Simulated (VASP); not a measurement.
A run of VASP 6.6.1 is set up as follows.

INCAR

```
SYSTEM = LiF
PREC = Accurate ; ENCUT = 750
EDIFF = 1E-6 ; ISMEAR = 0
SIGMA = 0.01 ; LREAL = .FALSE.
LASPH = .TRUE. ; NELM = 120
ALGO = Normal ; ISIF = 2
LWAVE = .FALSE. ; LCHARG = .TRUE.
GGA = PE ; LELF = .TRUE.
LVHAR = .TRUE. ; NBANDS = 12
GGA_COMPAT = .FALSE.
```

KPOINTS

```
regular mesh
0
G
  3 3 3
  0 0 0
```

Contents of POSCAR:

```
LiF
1.0
    0.0000000000      1.9779020836      1.9779020836
    1.9779020836      0.0000000000      1.9779020836
    1.9779020836      1.9779020836      0.0000000000
Li F
1 1
Direct
    0.0000000000      0.0000000000      0.0000000000
    0.5000000000      0.5000000000      0.5000000000
```

Potentials or basis: VASP PAW PBE potentials, release 64 (Li_sv, F).

Launch:

```bash
$ cat potpaw_PBE.64/Li_sv/POTCAR potpaw_PBE.64/F/POTCAR > POTCAR
$ mpirun -np 1 vasp_std > vasp.out
```

Problem. Estimate the band gap on the k mesh.

Solution. 9.56 eV, direct.

Problem. Estimate the pressure.

Solution. 6.5 GPa.

Caveat: the k points lie up to 0.92 Å⁻¹ apart.
